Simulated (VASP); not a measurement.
# Sn (Fd-3m) in VASP: further runs, part 2 of 2

VASP 6.6.1. The steps go on from the part before.

## (4) Electric field gradients, LDA

This run uses another cell than the first one, of 34.19 Å³/atom, 1.063 times its volume.

INCAR

```
PREC     = Accurate       # precision mode
ENCUT    = 520            # plane-wave cutoff, eV
EDIFF    = 1E-8           # SCF threshold, eV
ISMEAR   = -1             # smearing method
SIGMA    = 0.03           # smearing width, eV
LREAL    = False          # projectors in reciprocal space
LASPH    = True           # aspherical terms in the spheres
NELM     = 60             # most SCF steps
ALGO     = Normal         # electronic algorithm
ISIF     = 2              # what is computed and relaxed
LWAVE    = False          # write WAVECAR
LCHARG   = False          # write CHGCAR
LEFG     = True         
NBANDS   = 21             # bands
```

KPOINTS

```
regular mesh
0
Gamma
  9 9 9
```

POSCAR

```
Sn
1.0
    0.0000000000      3.2456000000      3.2456000000
    3.2456000000      0.0000000000      3.2456000000
    3.2456000000      3.2456000000      0.0000000000
Sn
2
Direct
    0.5000000000      0.5000000000      0.5000000000
    0.7500000000      0.7500000000      0.7500000000
```

Potentials or basis: VASP PAW LDA potentials, release 64 (Sn_d).

On the command line:

```
cat potpaw_LDA.64/Sn_d/POTCAR > POTCAR
mpirun -np 1 vasp_std > vasp.out
```

OUTCAR:

```text
PREC = Accurate
   ENCUT = 520
   EDIFF = 1E-8
   ISMEAR = -1
   LREAL = False
   LASPH = True
   NELM = 60
   ISIF = 2

 ion  position               nearest neighbor table
   1  0.500  0.500  0.500-   2 2.81   2 2.81   2 2.81   2 2.81
   2  0.750  0.750  0.750-   1 2.81   1 2.81   1 2.81   1 2.81

  LATTYP: Found a face centered cubic cell.
 ALAT       =     6.4912000000

  Lattice vectors:

 A1 = (   0.0000000000,   3.2456000000,   3.2456000000)
 A2 = (   3.2456000000,   0.0000000000,   3.2456000000)
 A3 = (   3.2456000000,   3.2456000000,   0.0000000000)

Analysis of symmetry for initial positions (statically):
=====================================================================
 Subroutine PRICEL returns:
 Original cell was already a primitive cell.

 Routine SETGRP: Setting up the symmetry group for a
 face centered cubic supercell.

 Subroutine GETGRP returns: Found 48 space group operations
 (whereof 24 operations were pure point group operations)
[... 765 lines left out ...]
      direct lattice vectors                 reciprocal lattice vectors
     0.000000000  3.245600000  3.245600000    -0.154054720  0.154054720  0.154054720
     3.245600000  0.000000000  3.245600000     0.154054720 -0.154054720  0.154054720
     3.245600000  3.245600000  0.000000000     0.154054720  0.154054720 -0.154054720

 POSITION                                       TOTAL-FORCE (eV/Angst)
 -----------------------------------------------------------------------------------
      3.24560      3.24560      3.24560        -0.000000     -0.000000     -0.000000
      4.86840      4.86840      4.86840         0.000000      0.000000      0.000000
 -----------------------------------------------------------------------------------
    total drift:                                0.000000      0.000000      0.000000

  FREE ENERGIE OF THE ION-ELECTRON SYSTEM (eV)
  ---------------------------------------------------
  free  energy   TOTEN  =        -8.9373828386 eV

  energy  without entropy=       -8.9363030300  energy(sigma->0) =       -8.93684293

 Electric field gradients (V/A^2)
---------------------------------------------------------------------
 ion       V_xx      V_yy      V_zz      V_xy      V_xz      V_yz
---------------------------------------------------------------------
   1       0.000     0.000    -0.000     0.000     0.000     0.000
   2       0.000     0.000    -0.000     0.000     0.000     0.000
---------------------------------------------------------------------

 Electric field gradients after diagonalization (V/A^2)
 (convention: |V_zz| > |V_xx| > |V_yy|)
----------------------------------------------------------------------
 ion       V_xx      V_yy      V_zz     asymmetry (V_yy - V_xx)/ V_zz
----------------------------------------------------------------------
   1      -0.000    -0.000     0.000       0.000
   2      -0.000    -0.000     0.000       0.000
----------------------------------------------------------------------

           NMR quadrupolar parameters

 Cq : quadrupolar parameter    Cq=e*Q*V_zz/h
 eta: asymmetry parameters     (V_yy - V_xx)/ V_zz
 Q  : nuclear electric quadrupole moment in mb (millibarn)
----------------------------------------------------------------------
 ion       Cq(MHz)       eta       Q (mb)
----------------------------------------------------------------------
   1       0.000       0.000       1.000
   2       0.000       0.000       1.000
----------------------------------------------------------------------
```

OSZICAR:

```text
N       E                     dE             d eps       ncg     rms          rms(c)
DAV:   1     0.228402035901E+03    0.22840E+03   -0.14805E+04  1500   0.193E+03
DAV:   2     0.159046452811E+02   -0.21250E+03   -0.20796E+03  1470   0.442E+02
DAV:   3    -0.823985350728E+01   -0.24144E+02   -0.24027E+02  1725   0.140E+02
DAV:   4    -0.903660770146E+01   -0.79675E+00   -0.79638E+00  1665   0.288E+01
DAV:   5    -0.906414339741E+01   -0.27536E-01   -0.27535E-01  2109   0.525E+00    0.330E+00
DAV:   6    -0.897892390903E+01    0.85219E-01   -0.40770E-02  1887   0.215E+00    0.186E+00
DAV:   7    -0.893670965134E+01    0.42214E-01   -0.59807E-02  1560   0.215E+00    0.145E-01
DAV:   8    -0.893729348943E+01   -0.58384E-03   -0.55874E-03  1705   0.817E-01    0.532E-02
DAV:   9    -0.893738191852E+01   -0.88429E-04   -0.17723E-04  1930   0.965E-02    0.151E-02
DAV:  10    -0.893738242657E+01   -0.50804E-06   -0.12711E-05  1907   0.374E-02    0.391E-03
DAV:  11    -0.893738283961E+01   -0.41304E-06   -0.11543E-06  1732   0.711E-03    0.149E-03
DAV:  12    -0.893738283856E+01    0.10477E-08   -0.56161E-08  1682   0.172E-03
   1 F= -.89373828E+01 E0= -.89368429E+01  d E =-.107981E-02
```

It took 28 s on 1 thread of Intel Xeon Platinum 8375C at 2.90GHz (Ice Lake), shared host; peak memory 0.19 GiB.

Results:

* Free energy: -8.9374 eV
* Pressure: -0.4 GPa
* Band gap on the k mesh: zero (band 14 reaches 5.45 eV, above the bottom of band 15 at 5.28 eV)

Caveat: without QUAD_EFG the Cq values of the log hold for a quadrupole moment of 1 mb, not for the nuclei; spin-orbit coupling is left out, which moves the levels of the heavy elements.

## (5) Overview

```tsv
cell	gap on the mesh (eV)	pressure (GPa)
a = 4.497 Å, angles 60.0°, 2 atoms	none	2.7
a = 4.544 Å, angles 60.0°, 2 atoms	none	1.1
a = 4.590 Å, angles 60.0°, 2 atoms	none	-0.4
```

Alike in all rows: task electric field gradients; level LDA; potentials or basis VASP PAW LDA potentials, release 64 (Sn_d); no spin polarisation; k mesh 9 × 9 × 9; cutoff (eV) 520; smearing fermi-dirac 0.03 eV.

Caveats: spin-orbit coupling is left out, which moves the levels of the heavy elements.

Absolute energies hang on the potentials; compare differences alone.
